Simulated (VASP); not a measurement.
# Si5Se (P6/mmm) in VASP: a series of runs

The runs below take Si5Se through single point, relaxation of cell and atoms, with PBE.

Program: VASP 6.6.1. These are calculated values, not measurements. Logs are shortened: lines on timing, memory, paths and dates and some standing lists are left out, and cuts for length are marked.

### Step 1. The cell of the first run

The structure is hexagonal, space group P6/mmm (No. 191). The conventional cell has a = 4.396 Å, b = 4.396 Å, c = 6.227 Å, α = 90.00°, β = 90.00°, γ = 120.00°. Within 2.1 Å of Si (site symmetry 6mm) lie 1 Se at 1.61 Å. Within 2.9 Å of Si (site symmetry mmm) lie 8 Si at 2.20 to 2.66 Å. Se (site symmetry 6/mmm) has 2 Si at 1.61 Å within 2.1 Å.

### Step 2. Single point, PBE

File INCAR:

```
SYSTEM = Si5Se
PREC = Accurate
ENCUT = 520
EDIFF = 1E-6
ISMEAR = 0
SIGMA = 0.1
LREAL = .False.
LASPH = .True.
NELM = 80
ALGO = Normal
ISIF = 2
LWAVE = .False.
LCHARG = .True.
GGA = PE
LELF = .True.
LVHAR = .True.
NBANDS = 22
```

File KPOINTS:

```
Automatic mesh
0
Gamma
  6 6 4
  0 0 0
```

File POSCAR:

```
Si5Se
1.0
    4.3961997900      0.0000000000      0.0000000000
   -2.1980999000      3.8072207000      0.0000000000
    0.0000000000      0.0000000000      6.2271426600
Si Se
5 1
Direct
    0.0000000000      0.0000000000      0.2416599100
    0.0000000000      0.0000000000      0.7583400900
    0.5000000000      0.0000000000      0.0000000000
    0.0000000000      0.5000000000      0.0000000000
    0.5000000000      0.5000000000      0.0000000000
    0.0000000000      0.0000000000      0.5000000000
```

Potentials or basis: VASP PAW PBE potentials, release 64 (Si, Se).

Command:

```bash
> cat potpaw_PBE.64/Si/POTCAR potpaw_PBE.64/Se/POTCAR > POTCAR
> mpirun -np 1 vasp_std > vasp.out
```

OUTCAR:

```text
SYSTEM = Si5Se
   PREC = Accurate
   ENCUT = 520
   EDIFF = 1E-6
   ISMEAR = 0
   LREAL = .False.
   LASPH = .True.
   NELM = 80
   ISIF = 2
   GGA = PE

 ion  position               nearest neighbor table
   1  0.000  0.000  0.242-   6 1.61   5 2.66   5 2.66   3 2.66   3 2.66   4 2.66   4 2.66   2 3.01

   2  0.000  0.000  0.758-   6 1.61   5 2.66   5 2.66   3 2.66   3 2.66   4 2.66   4 2.66   1 3.01

   3  0.500  0.000  0.000-   4 2.20   4 2.20   5 2.20   5 2.20   1 2.66   1 2.66   2 2.66   2 2.66

   4  0.000  0.500  0.000-   3 2.20   3 2.20   5 2.20   5 2.20   1 2.66   2 2.66   1 2.66   2 2.66

   5  0.500  0.500  0.000-   4 2.20   4 2.20   3 2.20   3 2.20   1 2.66   2 2.66   1 2.66   2 2.66

   6  0.000  0.000  0.500-   1 1.61   2 1.61

  LATTYP: Found a hexagonal cell.
 ALAT       =     4.3961997900
 C/A-ratio  =     1.4164830894

  Lattice vectors:

 A1 = (   4.3961997900,   0.0000000000,   0.0000000000)
 A2 = (  -2.1980999000,   3.8072207000,   0.0000000000)
 A3 = (   0.0000000000,   0.0000000000,   6.2271426600)

Analysis of symmetry for initial positions (statically):
=====================================================================
 Subroutine PRICEL returns:
 Original cell was already a primitive cell.

 Routine SETGRP: Setting up the symmetry group for a
 hexagonal supercell.

 Subroutine GETGRP returns: Found 24 space group operations
 (whereof 24 operations were pure point group operations)
 out of a pool of 24 trial point group operations.

The static configuration has the point symmetry D_6h.

Analysis of symmetry for dynamics (positions and initial velocities):
=====================================================================
 Subroutine PRICEL returns:
 Original cell was already a primitive cell.

 Routine SETGRP: Setting up the symmetry group for a
 hexagonal supercell.

 Subroutine GETGRP returns: Found 24 space group operations
 (whereof 24 operations were pure point group operations)
 out of a pool of 24 trial point group operations.

The dynamic configuration has the point symmetry D_6h.

 Subroutine INISYM returns: Found 24 space group operations
 (whereof 24 operations are pure point group operations),
 and found     1 'primitive' translations

[... 97 lines left out ...]
   NELM   =     80;   NELMIN=  2; NELMDL= -5     # of ELM steps
   EDIFF  = 0.1E-05   stopping-criterion for ELM
   LREAL  =      F    real-space projection
   EDIFFG = 0.1E-04   stopping-criterion for IOM
   NSW    =      0    number of steps for IOM
   IBRION =     -1    ionic relax: 0-MD 1-quasi-New 2-CG
   NFREE  =      0    steps in history (QN), initial steepest desc. (CG)
   ISIF   =      2    stress and relaxation
   ISYM   =      2    0-nonsym 1-usesym 2-fastsym
   POTIM  = 0.5000    time-step for ionic-motion
   TEBEG  =    0.0;   TEEND  =   0.0 temperature during run
   PSTRESS=    0.0 pullay stress
   NELECT =      26.0000    total number of electrons
   NUPDOWN=      -1.0000    fix difference up-down
   EMIN   =  10.00;   EMAX   =-10.00  energy-range for DOS
   EFERMI =   0.00;   METHOD = LEGACY
   ISMEAR =     0;   SIGMA  =   0.10  broadening in eV -4-tet -1-fermi 0-gaus
   EFERMI_NEDOS =   21; number of points for ismear=-14 and -15
   IALGO  =     38    algorithm
   IMIX   =      4    mixing-type and parameters
     AMIX     =   0.40;   BMIX     =  1.00
     AMIX_MAG =   1.60;   BMIX_MAG =  1.00
  volume/ion in A,a.u.               =      17.37       117.22
  Fermi-wavevector in a.u.,A,eV,Ry     =   1.030563  1.947482 14.450203  1.062060
  Thomas-Fermi vector in A             =   2.164667
   LORBIT       =      0    0 simple, 1 ext, 2 COOP (PROOUT), +10 PAW based schemes
   GGA     = PE    functional components
   LHFCALC =     F    Hartree Fock is set to
   AEXX    =    0.0000 exact exchange contribution
   IVDW    =     0    specifies the selected vdW correction
   LEPSILON=     F    determine dielectric tensor
   LRPA    =     F    only Hartree local field effects (RPA)
 non-spin polarized calculation
 Gauss-broadening in eV      SIGMA  =   0.10
  energy-cutoff  :      520.00
  volume of cell :      104.23
 maximum number of plane-waves:      2824
 NGX is ok and might be reduce to    36
   NGX = 17   NGY = 17   NGZ = 23

 number of electron      26.0000000 magnetization

 Free energy of the ion-electron system (eV)
  ---------------------------------------------------
  ext. energy  EPLUGINS =         0.00000000
  ---------------------------------------------------
  free energy    TOTEN  =       -10.97988348 eV

  energy without entropy =      -10.96445498  energy(sigma->0) =      -10.97216923

 E-fermi :   8.2308     XC(G=0):  -9.7306

 val. band max:        8.1995734346   @ k =   0.1667   0.1667   0.5000
 cond. band min:       8.2337113093   @ k =   0.5000   0.0000   0.0000
 fundamental gap:      0.0341378747
 Fermi energy:         8.2307994343

 k-point     1 :       0.0000    0.0000    0.0000
  band No.  band energies     occupation
      1     -10.8107      2.00000
      2      -6.4485      2.00000
      3      -4.3465      2.00000
      4       1.0546      2.00000
      5       1.0763      2.00000
      6       1.0763      2.00000
[... 514 lines left out ...]
     21      14.0843      0.00000
     22      14.0843      0.00000

------------------------ aborting loop because EDIFF is reached ----------------------------------------

  FORCE on cell =-STRESS in cart. coord.  units (eV):
  Direction    XX          YY          ZZ          XY          YZ          ZX
  --------------------------------------------------------------------------------------
  -------------------------------------------------------------------------------------
  Total       15.3707311     15.3707311    111.2751021     -0.0000000      0.0000000      0.0000000
  in kB      236.2820972    236.2820974   1710.5441750     -0.0000003      0.0000000      0.0000000
  external PRESSURE =     727.7027898 kB  Pullay stress =       0.0000000 kB

 VOLUME and BASIS-vectors are now :
 -----------------------------------------------------------------------------
  energy-cutoff  :      520.00
  volume of cell :      104.23
      direct lattice vectors                 reciprocal lattice vectors
     4.396199790  0.000000000  0.000000000     0.227469189  0.131329398  0.000000000
    -2.198099900  3.807220700  0.000000000     0.000000000  0.262658795  0.000000000
     0.000000000  0.000000000  6.227142660     0.000000000  0.000000000  0.160587296

 POSITION                                       TOTAL-FORCE (eV/Angst)
 -----------------------------------------------------------------------------------
      0.00000      0.00000      1.50485        -0.000000     -0.000000    -36.034593
      0.00000      0.00000      4.72229         0.000000      0.000000     36.034593
      2.19810      0.00000      0.00000         0.000000      0.000000      0.000000
     -1.09905      1.90361      0.00000         0.000000      0.000000      0.000000
      1.09905      1.90361      0.00000         0.000000      0.000000      0.000000
      0.00000      0.00000      3.11357         0.000000      0.000000      0.000000
 -----------------------------------------------------------------------------------
    total drift:                                0.000000     -0.000000     -0.000000

  FREE ENERGIE OF THE ION-ELECTRON SYSTEM (eV)
  ---------------------------------------------------
  free  energy   TOTEN  =       -10.9798834831 eV

  energy  without entropy=      -10.9644549823  energy(sigma->0) =      -10.97216923
```

OSZICAR:

```text
N       E                     dE             d eps       ncg     rms          rms(c)
DAV:   1     0.100432247693E+03    0.10043E+03   -0.10706E+04   924   0.100E+03
DAV:   2    -0.767145452872E+01   -0.10810E+03   -0.10391E+03  1178   0.172E+02
DAV:   3    -0.136359800322E+02   -0.59645E+01   -0.58964E+01  1230   0.384E+01
DAV:   4    -0.137309755311E+02   -0.94995E-01   -0.94886E-01  1100   0.570E+00
DAV:   5    -0.137331621190E+02   -0.21866E-02   -0.21863E-02  1248   0.851E-01    0.146E+01
DAV:   6    -0.115743510972E+02    0.21588E+01   -0.23634E+00  1092   0.646E+00    0.895E+00
DAV:   7    -0.109785846444E+02    0.59577E+00   -0.20156E+00  1122   0.600E+00    0.224E+00
DAV:   8    -0.109823039489E+02   -0.37193E-02   -0.21398E-01  1084   0.224E+00    0.538E-01
DAV:   9    -0.109786947087E+02    0.36092E-02   -0.34692E-02  1094   0.927E-01    0.336E-01
DAV:  10    -0.109796485004E+02   -0.95379E-03   -0.87861E-03  1066   0.475E-01    0.138E-01
DAV:  11    -0.109797979908E+02   -0.14949E-03   -0.13289E-03  1034   0.187E-01    0.537E-02
DAV:  12    -0.109798517975E+02   -0.53807E-04   -0.23341E-04  1124   0.723E-02    0.248E-02
DAV:  13    -0.109798843514E+02   -0.32554E-04   -0.61551E-05  1014   0.414E-02    0.930E-03
DAV:  14    -0.109798834831E+02    0.86833E-06   -0.24212E-06  1148   0.781E-03
   1 F= -.10979883E+02 E0= -.10972169E+02  d E =-.154285E-01
```

stdout:

```text
POSCAR found type information on POSCAR SiSe
 POSCAR found :  2 types and       6 ions
 scaLAPACK will be used
 LDA part: xc-table for (Slater+PW92), standard interpolation
 POSCAR, INCAR and KPOINTS ok, starting setup
 FFT: planning ... GRIDC
 FFT: planning ... GRID_SOFT
 FFT: planning ... GRID
 WAVECAR not read
 entering main loop
```

Wall time 45 s (1 thread of Intel Xeon Platinum 8259CL at 2.50GHz (Skylake/Cascade Lake), shared host); peak memory 0.24 GiB.

What came out:

* Free energy: -10.9799 eV
* Pressure: 72.8 GPa
* Largest force: 36.035 eV/Å
* Band gap on the k mesh: zero (band 13 reaches 9.15 eV, above the bottom of band 14 at 6.44 eV)

Forces in eV/Å, atoms in the order of the input:
```
Si    0.000   0.000 -36.035
Si    0.000   0.000  36.035
Si    0.000   0.000   0.000
Si    0.000   0.000   0.000
Si    0.000   0.000   0.000
Se    0.000   0.000   0.000
```

Caveat: forces of over 1 eV/Å act on the atoms, so gaps and moduli don't describe the material at rest.

### Step 3. Single point, PBE

This run uses another cell than the first one, of 24.52 Å³/atom, 1.411 times its volume.

Changes to INCAR since step 2:

```diff
@@ -12,6 +12,4 @@
 LWAVE = .False.
-LCHARG = .True.
+LCHARG = .False.
 GGA = PE
-LELF = .True.
-LVHAR = .True.
 NBANDS = 22
```

KPOINTS is that of step 2.

File POSCAR:

```
Si5Se
1.0
    4.8086609933      0.0000000032      0.0000000000
   -2.4043304994      4.1644225768      0.0000000000
    0.0000000000      0.0000000000      7.3456378256
Si Se
5 1
Direct
    0.0000000000      0.0000000000      0.1835968473
    0.0000000000      0.0000000000      0.8164031527
    0.5000000000      0.0000000000      0.0000000000
    0.0000000000      0.5000000000      0.0000000000
    0.5000000000      0.5000000000      0.0000000000
    0.0000000000      0.0000000000      0.5000000000
```

Potentials or basis: VASP PAW PBE potentials, release 64 (Si, Se).

Command:

```bash
> cat potpaw_PBE.64/Si/POTCAR potpaw_PBE.64/Se/POTCAR > POTCAR
> mpirun -np 1 vasp_std > vasp.out
```

OUTCAR:

```text
SYSTEM = Si5Se
   PREC = Accurate
   ENCUT = 520
   EDIFF = 1E-6
   ISMEAR = 0
   LREAL = .False.
   LASPH = .True.
   NELM = 80
   ISIF = 2
   GGA = PE

 ion  position               nearest neighbor table
   1  0.000  0.000  0.184-   6 2.32   2 2.70   3 2.76   3 2.76   4 2.76   4 2.76   5 2.76   5 2.76

   2  0.000  0.000  0.816-   6 2.32   1 2.70   3 2.76   3 2.76   4 2.76   4 2.76   5 2.76   5 2.76

   3  0.500  0.000  0.000-   5 2.40   5 2.40   4 2.40   4 2.40   1 2.76   1 2.76   2 2.76   2 2.76

   4  0.000  0.500  0.000-   5 2.40   5 2.40   3 2.40   3 2.40   1 2.76   2 2.76   1 2.76   2 2.76

   5  0.500  0.500  0.000-   4 2.40   4 2.40   3 2.40   3 2.40   1 2.76   2 2.76   1 2.76   2 2.76

   6  0.000  0.000  0.500-   1 2.32   2 2.32

  LATTYP: Found a hexagonal cell.
 ALAT       =     4.8086609933
 C/A-ratio  =     1.5275848798

  Lattice vectors:

 A1 = (   4.8086609933,   0.0000000032,   0.0000000000)
 A2 = (  -2.4043304994,   4.1644225768,   0.0000000000)
 A3 = (   0.0000000000,   0.0000000000,   7.3456378256)

Analysis of symmetry for initial positions (statically):
=====================================================================
 Subroutine PRICEL returns:
 Original cell was already a primitive cell.

 Routine SETGRP: Setting up the symmetry group for a
 hexagonal supercell.

 Subroutine GETGRP returns: Found 24 space group operations
 (whereof 24 operations were pure point group operations)
 out of a pool of 24 trial point group operations.

The static configuration has the point symmetry D_6h.

Analysis of symmetry for dynamics (positions and initial velocities):
=====================================================================
 Subroutine PRICEL returns:
 Original cell was already a primitive cell.

[... 129 lines left out ...]
   IMIX   =      4    mixing-type and parameters
     AMIX     =   0.40;   BMIX     =  1.00
     AMIX_MAG =   1.60;   BMIX_MAG =  1.00
  volume/ion in A,a.u.               =      24.52       165.45
  Fermi-wavevector in a.u.,A,eV,Ry     =   0.918748  1.736182 11.484652  0.844098
  Thomas-Fermi vector in A             =   2.043865
   LORBIT       =      0    0 simple, 1 ext, 2 COOP (PROOUT), +10 PAW based schemes
   GGA     = PE    functional components
   LHFCALC =     F    Hartree Fock is set to
   AEXX    =    0.0000 exact exchange contribution
   IVDW    =     0    specifies the selected vdW correction
   LEPSILON=     F    determine dielectric tensor
   LRPA    =     F    only Hartree local field effects (RPA)
 non-spin polarized calculation
 Gauss-broadening in eV      SIGMA  =   0.10
  energy-cutoff  :      520.00
  volume of cell :      147.10
 maximum number of plane-waves:      3990
 NGX is ok and might be reduce to    36
   NGX = 17   NGY = 17   NGZ = 27

 number of electron      26.0000000 magnetization

 Free energy of the ion-electron system (eV)
  ---------------------------------------------------
  ext. energy  EPLUGINS =         0.00000000
  ---------------------------------------------------
  free energy    TOTEN  =       -27.09681305 eV

  energy without entropy =      -27.08714156  energy(sigma->0) =      -27.09197731

 E-fermi :   3.7693     XC(G=0):  -8.3801

 val. band max:        3.7682594732   @ k =   0.0000   0.0000   0.5000
 cond. band min:       3.8244939735   @ k =   0.3333   0.0000   0.2500
 fundamental gap:      0.0562345003
 Fermi energy:         3.7692592240

 k-point     1 :       0.0000    0.0000    0.0000
  band No.  band energies     occupation
      1      -9.8267      2.00000
      2      -8.7309      2.00000
      3      -4.5908      2.00000
      4      -2.2524      2.00000
      5      -1.8237      2.00000
      6      -1.6121      2.00000
[... 514 lines left out ...]
     21       9.0193      0.00000
     22       9.0227      0.00000

------------------------ aborting loop because EDIFF is reached ----------------------------------------

  FORCE on cell =-STRESS in cart. coord.  units (eV):
  Direction    XX          YY          ZZ          XY          YZ          ZX
  --------------------------------------------------------------------------------------
  -------------------------------------------------------------------------------------
  Total        0.0949469      0.0949469      0.3585431      0.0000000      0.0000000      0.0000000
  in kB        1.0341486      1.0341486      3.9052022      0.0000000      0.0000000      0.0000000
  external PRESSURE =       1.9911665 kB  Pullay stress =       0.0000000 kB

 VOLUME and BASIS-vectors are now :
 -----------------------------------------------------------------------------
  energy-cutoff  :      520.00
  volume of cell :      147.10
      direct lattice vectors                 reciprocal lattice vectors
     4.808660993  0.000000003  0.000000000     0.207958099  0.120064665  0.000000000
    -2.404330499  4.164422577  0.000000000    -0.000000000  0.240129329  0.000000000
     0.000000000  0.000000000  7.345637826     0.000000000  0.000000000  0.136135217

 POSITION                                       TOTAL-FORCE (eV/Angst)
 -----------------------------------------------------------------------------------
      0.00000      0.00000      1.34864        -0.000000      0.000000     -0.008852
      0.00000      0.00000      5.99700         0.000000     -0.000000      0.008852
      2.40433      0.00000      0.00000        -0.000000      0.000000      0.000000
     -1.20217      2.08221      0.00000        -0.000000      0.000000      0.000000
      1.20217      2.08221      0.00000        -0.000000      0.000000      0.000000
      0.00000      0.00000      3.67282        -0.000000      0.000000      0.000000
 -----------------------------------------------------------------------------------
    total drift:                                0.000000     -0.000000     -0.000000

  FREE ENERGIE OF THE ION-ELECTRON SYSTEM (eV)
  ---------------------------------------------------
  free  energy   TOTEN  =       -27.0968130527 eV

  energy  without entropy=      -27.0871415582  energy(sigma->0) =      -27.09197731
```

It took 53 s on 1 thread of Intel Xeon Platinum 8259CL at 2.50GHz (Skylake/Cascade Lake), shared host; peak memory 0.27 GiB.

Results:

- Free energy: -27.0968 eV
- Pressure: 0.2 GPa
- Largest force: 0.009 eV/Å
- Band gap on the k mesh: zero (band 13 reaches 3.99 eV, above the bottom of band 14 at 3.20 eV)

Forces on the atoms (eV/Å):
```
Si   0.000  0.000 -0.009
Si   0.000  0.000  0.009
Si   0.000  0.000  0.000
Si   0.000  0.000  0.000
Si   0.000  0.000  0.000
Se   0.000  0.000  0.000
```

Stress tensor (GPa, compression positive):
```
0.10 0.00 0.00
0.00 0.10 0.00
0.00 0.00 0.39
```

Levels at points of the mesh, in eV from the Fermi level:
```tsv
k point	band 9	band 10	band 11	band 12	band 13	band 14	band 15	band 16	band 17	band 18
(0.00, 0.00, 0.00)	-4.44	-3.69	-1.17	-1.17	-0.63	-0.16	-0.16	1.82	1.87	1.87
(0.50, 0.00, 0.00)	-2.30	-1.43	-1.25	-0.82	0.12	0.37	0.57	1.02	1.77	3.93
(0.00, 0.00, 0.50)	-4.44	-4.28	-1.77	-1.77	0.00	1.13	1.13	1.83	1.83	2.77
(0.50, 0.00, 0.50)	-2.24	-1.32	-0.44	-0.07	0.15	0.37	0.76	1.56	2.61	3.53
```

[end of part 1 of 2]
